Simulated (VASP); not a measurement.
# TiSi2 (Cmcm) in VASP: notebook

The runs below take TiSi2 through single point, with PBE.

Everything below comes from runs of VASP 6.6.1. Logs are shortened: lines on timing, memory, paths and dates and some standing lists are left out, and cuts for length are marked.

## 1. The cell of the first run

The structure is orthorhombic, space group Cmcm (No. 63). Conventional cell: a = 3.328 Å, b = 12.130 Å, c = 3.360 Å, α = 90.00°, β = 90.00°, γ = 90.00°. Ti (site symmetry m2m) has 10 Si at 2.40 to 2.60 Å and 2 Ti at 2.93 Å within 3.2 Å. Si (site symmetry m2m) has 6 Si at 2.31 to 2.80 Å and 6 Ti at 2.40 to 2.60 Å within 3.1 Å. Within 3.1 Å of Si (site symmetry m2m) lie 8 Si at 2.36 to 2.80 Å and 4 Ti at 2.48 Å.

## 2. Single point, PBE

Contents of INCAR:

```
ALGO     = Normal         # electronic algorithm
EDIFF    = 1E-6           # SCF threshold, eV
ENCUT    = 520            # plane-wave cutoff, eV
GGA      = PE             # functional
ISIF     = 2              # what is computed and relaxed
ISMEAR   = 0              # smearing method
LASPH    = True           # aspherical terms in the spheres
LCHARG   = True           # write CHGCAR
LELF     = True           # ELF
LREAL    = False          # projectors in reciprocal space
LVHAR    = True         
LWAVE    = False          # write WAVECAR
NBANDS   = 29             # bands
NELM     = 80             # most SCF steps
PREC     = Accurate       # precision mode
SIGMA    = 0.1            # smearing width, eV
```

Contents of KPOINTS:

```
k-points
0
Gamma
  12 12 10
```

Contents of POSCAR:

```
TiSi2
1.0
    1.6638686968     -6.0651566382      0.0000000000
    1.6638686968      6.0651566382      0.0000000000
    0.0000000000      0.0000000000      3.3599236569
Ti Si
2 4
Direct
    0.9010313649      0.0989686351      0.7500000000
    0.0989686351      0.9010313649      0.2500000000
    0.5654295488      0.4345704512      0.7500000000
    0.4345704512      0.5654295488      0.2500000000
    0.2494322043      0.7505677957      0.7500000000
    0.7505677957      0.2494322043      0.2500000000
```

Potentials or basis: VASP PAW PBE potentials, release 64 (Ti_sv, Si).

The run is started by

```
$ cat potpaw_PBE.64/Ti_sv/POTCAR potpaw_PBE.64/Si/POTCAR > POTCAR
$ mpirun -np 1 vasp_std > vasp.out
```

OUTCAR:

```text
EDIFF = 1E-6
   ENCUT = 520
   GGA = PE
   ISIF = 2
   ISMEAR = 0
   LASPH = True
   LREAL = False
   NELM = 80
   PREC = Accurate

 ion  position               nearest neighbor table
   1  0.901  0.099  0.750-   4 2.40   4 2.40   4 2.40   4 2.40   5 2.48   5 2.48   6 2.48   6 2.48
                             3 2.60   3 2.60
   2  0.099  0.901  0.250-   3 2.40   3 2.40   3 2.40   3 2.40   6 2.48   6 2.48   5 2.48   5 2.48
                             4 2.60   4 2.60
   3  0.565  0.435  0.750-   4 2.31   4 2.31   2 2.40   2 2.40   2 2.40   2 2.40   1 2.60   1 2.60
                             5 2.78   5 2.78   6 2.80   6 2.80
   4  0.435  0.565  0.250-   3 2.31   3 2.31   1 2.40   1 2.40   1 2.40   1 2.40   2 2.60   2 2.60
                             6 2.78   6 2.78   5 2.80   5 2.80
   5  0.249  0.751  0.750-   6 2.36   6 2.36   6 2.36   6 2.36   1 2.48   1 2.48   2 2.48   2 2.48
                             3 2.78   3 2.78   4 2.80   4 2.80
   6  0.751  0.249  0.250-   5 2.36   5 2.36   5 2.36   5 2.36   2 2.48   2 2.48   1 2.48   1 2.48
                             4 2.78   4 2.78   3 2.80   3 2.80

  LATTYP: Found a base centered orthorhombic cell.
 ALAT       =     3.3277373936
 B/A-ratio  =     3.6452135014
 C/A-ratio  =     1.0096721164

  Lattice vectors:

 A1 = (   1.6638686968,  -6.0651566382,   0.0000000000)
 A2 = (   1.6638686968,   6.0651566382,   0.0000000000)
 A3 = (   0.0000000000,   0.0000000000,   3.3599236569)

Analysis of symmetry for initial positions (statically):
=====================================================================
 Subroutine PRICEL returns:
 Original cell was already a primitive cell.

 Routine SETGRP: Setting up the symmetry group for a
 base centered orthorhombic supercell.

 Subroutine GETGRP returns: Found  8 space group operations
 (whereof  4 operations were pure point group operations)
 out of a pool of  8 trial point group operations.

The static configuration has the point symmetry C_2h.
 The point group associated with its full space group is D_2h.

Analysis of symmetry for dynamics (positions and initial velocities):
=====================================================================
 Subroutine PRICEL returns:
 Original cell was already a primitive cell.

 Routine SETGRP: Setting up the symmetry group for a
 base centered orthorhombic supercell.

 Subroutine GETGRP returns: Found  8 space group operations
 (whereof  4 operations were pure point group operations)
 out of a pool of  8 trial point group operations.

The dynamic configuration has the point symmetry C_2h.
 The point group associated with its full space group is D_2h.

 Subroutine INISYM returns: Found  8 space group operations
 (whereof  4 operations are pure point group operations),
 and found     1 'primitive' translations

----------------------------------------------------------------------------------------

                                     Primitive cell

  volume of cell :      67.8142

  direct lattice vectors                    reciprocal lattice vectors
     1.663868697 -6.065156638  0.000000000     0.300504481 -0.082438102  0.000000000
     1.663868697  6.065156638  0.000000000     0.300504481  0.082438102  0.000000000
     0.000000000  0.000000000  3.359923657     0.000000000  0.000000000  0.297625810

  length of vectors
     6.289243523  6.289243523  3.359923657     0.311607099  0.311607099  0.297625810

  position of ions in fractional coordinates (direct lattice)
     0.901031365  0.098968635  0.750000000
     0.098968635  0.901031365  0.250000000
     0.565429549  0.434570451  0.750000000
     0.434570451  0.565429549  0.250000000
     0.249432204  0.750567796  0.750000000
     0.750567796  0.249432204  0.250000000

  ion indices of the primitive-cell ions
   primitive index   ion index
                 1           1
                 2           2
                 3           3
                 4           4
                 5           5
                 6           6

----------------------------------------------------------------------------------------

 KPOINTS: k-points

Automatic generation of k-mesh.
 Grid dimensions read from file:
 generate k-points for:   12   12   10

 Generating k-lattice:

  Cartesian coordinates                     Fractional coordinates (reciprocal lattice)
     0.025042040 -0.006869842  0.000000000     0.083333333 -0.000000000  0.000000000
     0.025042040  0.006869842  0.000000000    -0.000000000  0.083333333  0.000000000
     0.000000000  0.000000000  0.029762581     0.000000000  0.000000000  0.100000000

  Length of vectors
     0.025967258  0.025967258  0.029762581

  Shift w.r.t. Gamma in fractional coordinates (k-lattice)
     0.000000000  0.000000000  0.000000000

 Subroutine IBZKPT returns following result:
 ===========================================

 Found    258 irreducible k-points:

 Following reciprocal coordinates:
            Coordinates               Weight
  0.000000  0.000000  0.000000      1.000000
  0.083333  0.000000  0.000000      4.000000
  0.166667  0.000000  0.000000      4.000000
  0.250000  0.000000  0.000000      4.000000
  0.333333  0.000000  0.000000      4.000000
  0.416667  0.000000  0.000000      4.000000
[... 16 lines left out ...]
  0.500000  0.166667  0.000000      4.000000
 -0.416667  0.166667  0.000000      4.000000
 [... further k-points ...]
   k-points           NKPTS =    258   k-points in BZ     NKDIM =    258   number of bands    NBANDS=     29
   number of dos      NEDOS =    301   number of ions     NIONS =      6
   total plane-waves  NPLWV =  64512
   dimension x,y,z NGX =    48 NGY =   48 NGZ =   28
   dimension x,y,z NGXF=    96 NGYF=   96 NGZF=   56
   ions per type =               2   4
   NGX,Y,Z   is equivalent  to a cutoff of  12.69, 12.69, 13.85 a.u.
   NGXF,Y,Z  is equivalent  to a cutoff of  25.38, 25.38, 27.71 a.u.
 SYSTEM =  unknown system
   PREC   = accura    normal or accurate (medium, high low for compatibility)
   ISTART =      0    job   : 0-new  1-cont  2-samecut
   ICHARG =      2    charge: 1-file 2-atom 10-const
   ISPIN  =      1    spin polarized calculation?
   LNONCOLLINEAR =      F non collinear calculations
   LSORBIT =      F    spin-orbit coupling
   LASPH  =      T    aspherical Exc in radial PAW
   ENCUT  =  520.0 eV  38.22 Ry    6.18 a.u.  11.69 11.69  6.25*2*pi/ulx,y,z
   NELM   =     80;   NELMIN=  2; NELMDL= -5     # of ELM steps
   EDIFF  = 0.1E-05   stopping-criterion for ELM
   LREAL  =      F    real-space projection
   EDIFFG = 0.1E-04   stopping-criterion for IOM
   NSW    =      0    number of steps for IOM
   IBRION =     -1    ionic relax: 0-MD 1-quasi-New 2-CG
   NFREE  =      0    steps in history (QN), initial steepest desc. (CG)
   ISIF   =      2    stress and relaxation
   ISYM   =      2    0-nonsym 1-usesym 2-fastsym
   POTIM  = 0.5000    time-step for ionic-motion
   TEBEG  =    0.0;   TEEND  =   0.0 temperature during run
   PSTRESS=    0.0 pullay stress
   NELECT =      40.0000    total number of electrons
   NUPDOWN=      -1.0000    fix difference up-down
   EMIN   =  10.00;   EMAX   =-10.00  energy-range for DOS
   EFERMI =   0.00;   METHOD = LEGACY
   ISMEAR =     0;   SIGMA  =   0.10  broadening in eV -4-tet -1-fermi 0-gaus
   EFERMI_NEDOS =   21; number of points for ismear=-14 and -15
   IALGO  =     38    algorithm
   IMIX   =      4    mixing-type and parameters
     AMIX     =   0.40;   BMIX     =  1.00
     AMIX_MAG =   1.60;   BMIX_MAG =  1.00
  volume/ion in A,a.u.               =      11.30        76.27
  Fermi-wavevector in a.u.,A,eV,Ry     =   1.372950  2.594499 25.646863  1.884991
  Thomas-Fermi vector in A             =   2.498511
   LORBIT       =      0    0 simple, 1 ext, 2 COOP (PROOUT), +10 PAW based schemes
   GGA     = PE    functional components
   LHFCALC =     F    Hartree Fock is set to
   AEXX    =    0.0000 exact exchange contribution
   IVDW    =     0    specifies the selected vdW correction
   LEPSILON=     F    determine dielectric tensor
   LRPA    =     F    only Hartree local field effects (RPA)
 non-spin polarized calculation
 Gauss-broadening in eV      SIGMA  =   0.10
  energy-cutoff  :      520.00
  volume of cell :       67.81
 maximum number of plane-waves:      1852
   NGX = 23   NGY = 23   NGZ = 13

 number of electron      40.0000004 magnetization

 Free energy of the ion-electron system (eV)
  ---------------------------------------------------
  ext. energy  EPLUGINS =         0.00000000
  ---------------------------------------------------
  free energy    TOTEN  =       -38.44328313 eV

  energy without entropy =      -38.43683712  energy(sigma->0) =      -38.44006013

 E-fermi :  13.7030     XC(G=0): -12.6992

 val. band max:       13.6996445251   @ k =   0.0000   0.0000   0.1000
 cond. band min:      13.7090899534   @ k =  -0.1667   0.0833   0.3000
 fundamental gap:      0.0094454283
 Fermi energy:        13.7029954780

 k-point     1 :       0.0000    0.0000    0.0000
  band No.  band energies     occupation
      1     -42.4978      2.00000
      2     -42.4533      2.00000
      3     -19.0084      2.00000
      4     -18.9497      2.00000
      5     -18.9078      2.00000
      6     -18.8577      2.00000
[... 21 lines left out ...]
     28      17.7525      0.00000
     29      17.7548      0.00000

 k-point     2 :       0.0833    0.0000    0.0000
  band No.  band energies     occupation
      1     -42.4970      2.00000
      2     -42.4526      2.00000
      3     -19.0059      2.00000
      4     -18.9486      2.00000
      5     -18.9201      2.00000
      6     -18.8682      2.00000
[... 21 lines left out ...]
     28      17.7828      0.00000
     29      17.8641      0.00000

 k-point     3 :       0.1667    0.0000    0.0000
  band No.  band energies     occupation
      1     -42.4947      2.00000
      2     -42.4506      2.00000
      3     -18.9992      2.00000
      4     -18.9536      2.00000
      5     -18.9454      2.00000
      6     -18.8966      2.00000
[... 638 lines left out ...]
      5     -18.9698      2.00000
      6     -18.9363      2.00000
[... 21 lines left out ...]
     28      18.1603      0.00000
     29      18.3163      0.00000

 k-point    24 :      -0.4167    0.1667    0.0000
  band No.  band energies     occupation
      1     -42.4914      2.00000
      2     -42.4483      2.00000
      3     -19.0027      2.00000
      4     -18.9802      2.00000
      5     -18.9405      2.00000
      6     -18.9346      2.00000
[... 21 lines left out ...]
     28      17.8561      0.00000
     29      18.7039      0.00000

 [... further k-points ...]

------------------------ aborting loop because EDIFF is reached ----------------------------------------

  FORCE on cell =-STRESS in cart. coord.  units (eV):
  Direction    XX          YY          ZZ          XY          YZ          ZX
  --------------------------------------------------------------------------------------
  -------------------------------------------------------------------------------------
  Total       21.0917173     21.0727418     21.0997034      0.0000000     -0.0000000      0.0000000
  in kB      498.3128046    497.8644877    498.5014845      0.0000000     -0.0000000      0.0000000
  external PRESSURE =     498.2262590 kB  Pullay stress =       0.0000000 kB

 VOLUME and BASIS-vectors are now :
 -----------------------------------------------------------------------------
  energy-cutoff  :      520.00
  volume of cell :       67.81
      direct lattice vectors                 reciprocal lattice vectors
     1.663868697 -6.065156638  0.000000000     0.300504481 -0.082438102  0.000000000
     1.663868697  6.065156638  0.000000000     0.300504481  0.082438102  0.000000000
     0.000000000  0.000000000  3.359923657     0.000000000  0.000000000  0.297625810

 POSITION                                       TOTAL-FORCE (eV/Angst)
 -----------------------------------------------------------------------------------
      1.66387     -4.86464      2.51994         0.000000     -0.008152     -0.000000
      1.66387      4.86464      0.83998         0.000000      0.008152     -0.000000
      1.66387     -0.79368      2.51994         0.000000      0.005685     -0.000000
      1.66387      0.79368      0.83998         0.000000     -0.005685      0.000000
      1.66387      3.03947      2.51994         0.000000     -0.002231     -0.000000
      1.66387     -3.03947      0.83998         0.000000      0.002231      0.000000
 -----------------------------------------------------------------------------------
    total drift:                                0.000000     -0.000000     -0.000000

  FREE ENERGIE OF THE ION-ELECTRON SYSTEM (eV)
  ---------------------------------------------------
  free  energy   TOTEN  =       -38.4432831330 eV

  energy  without entropy=      -38.4368371249  energy(sigma->0) =      -38.44006013
```

Run time: 14 min. Hardware: 1 thread of Oxide Virtual Turin-like, shared host; peak memory 0.51 GiB.

What came out:

```yaml
Free_energy: -38.4433 eV
Pressure: 49.8 GPa
Largest_force: 0.008 eV/Å
Band_gap_on_the_k_mesh: zero (band 20 reaches 14.13 eV, above the bottom of band 21 at 13.12 eV)
```

Forces in eV/Å, atoms in the order of the input:
```
Ti   0.000 -0.008  0.000
Ti   0.000  0.008  0.000
Si   0.000  0.006  0.000
Si   0.000 -0.006  0.000
Si   0.000 -0.002  0.000
Si   0.000  0.002  0.000
```

Levels at points of the mesh, in eV from the Fermi level:
```tsv
k point	band 17	band 18	band 19	band 20	band 21	band 22	band 23	band 24
(0.00, 0.00, 0.00)	-2.30	-2.20	-1.89	0.22	0.84	0.85	0.92	1.18
(0.50, 0.00, 0.00)	-2.42	-0.99	-0.83	-0.77	-0.59	1.78	1.96	2.01
(0.50, 0.50, 0.00)	-2.60	-2.00	-1.29	0.08	0.41	0.46	1.03	2.36
(0.00, 0.00, 0.50)	-2.08	-2.08	-0.02	-0.02	1.75	1.75	1.96	1.96
(0.50, 0.00, 0.50)	-3.13	-3.13	-3.05	-3.05	2.18	2.18	2.37	2.37
(0.50, 0.50, 0.50)	-2.80	-2.80	-1.22	-1.22	1.14	1.14	2.09	2.09
```

## 3. Single point, PBE

This run uses another cell than the first one, of 10.16 Å³/atom, 0.899 times its volume.

Contents of INCAR:

```
SYSTEM = TiSi2
ALGO = Normal
EDIFF = 1E-7
ENCUT = 520
GGA = PE
ISIF = 2
ISMEAR = 0
LASPH = .TRUE.
LCHARG = .FALSE.
LREAL = .FALSE.
LWAVE = .FALSE.
NBANDS = 29
NELM = 80
PREC = Accurate
SIGMA = 0.1
```

Contents of KPOINTS:

```
k-points
0
G
  12 12 12
  0 0 0
```

Contents of POSCAR:

```
TiSi2
1.0
    1.6150935383     -5.7971703390      0.0000000000
    1.6150935383      5.7971703390      0.0000000000
    0.0000000000      0.0000000000      3.2562166710
Ti Si
2 4
Direct
    0.9024294836      0.0975705164      0.7500000000
    0.0975705164      0.9024294836      0.2500000000
    0.5681849672      0.4318150328      0.7500000000
    0.4318150328      0.5681849672      0.2500000000
    0.2495524278      0.7504475722      0.7500000000
    0.7504475722      0.2495524278      0.2500000000
```

Potentials or basis: VASP PAW PBE potentials, release 64 (Ti_sv, Si).

The run is started by

```
$ cat potpaw_PBE.64/Ti_sv/POTCAR potpaw_PBE.64/Si/POTCAR > POTCAR
$ mpirun -np 1 vasp_std > vasp.out
```

Wall time 15 min (1 thread of Oxide Virtual Turin-like, shared host); peak memory 0.51 GiB.

It converged, with:

- Free energy: -35.5272 eV
- Pressure: 89.7 GPa
- Largest force: 0.010 eV/Å
- Band gap on the k mesh: zero (band 20 reaches 15.75 eV, above the bottom of band 21 at 14.89 eV)

Forces in eV/Å, atoms in the order of the input:
```
Ti   0.000 -0.009  0.000
Ti   0.000  0.009  0.000
Si   0.000  0.010  0.000
Si   0.000 -0.010  0.000
Si   0.000 -0.004  0.000
Si   0.000  0.004  0.000
```

Stress tensor (GPa, compression positive):
```
89.71  0.00  0.00
 0.00 89.60  0.00
 0.00  0.00 89.74
```

Levels at points of the mesh, in eV from the Fermi level:
| k point | band 17 | band 18 | band 19 | band 20 | band 21 | band 22 | band 23 | band 24 |
| --- | --- | --- | --- | --- | --- | --- | --- | --- |
| (0.00, 0.00, 0.00) | -2.22 | -2.18 | -1.80 | 0.14 | 0.67 | 0.84 | 0.88 | 1.18 |
| (0.50, 0.00, 0.00) | -2.71 | -0.91 | -0.79 | -0.77 | -0.33 | 2.14 | 2.20 | 2.31 |
| (0.50, 0.50, 0.00) | -2.49 | -1.88 | -1.31 | -0.04 | 0.34 | 0.37 | 1.14 | 3.02 |
| (0.00, 0.00, 0.50) | -2.26 | -2.26 | 0.05 | 0.05 | 1.95 | 1.95 | 2.21 | 2.21 |
| (0.50, 0.00, 0.50) | -3.27 | -3.27 | -2.93 | -2.93 | 2.46 | 2.46 | 2.68 | 2.68 |
| (0.50, 0.50, 0.50) | -3.10 | -3.10 | -1.34 | -1.34 | 1.48 | 1.48 | 2.41 | 2.41 |
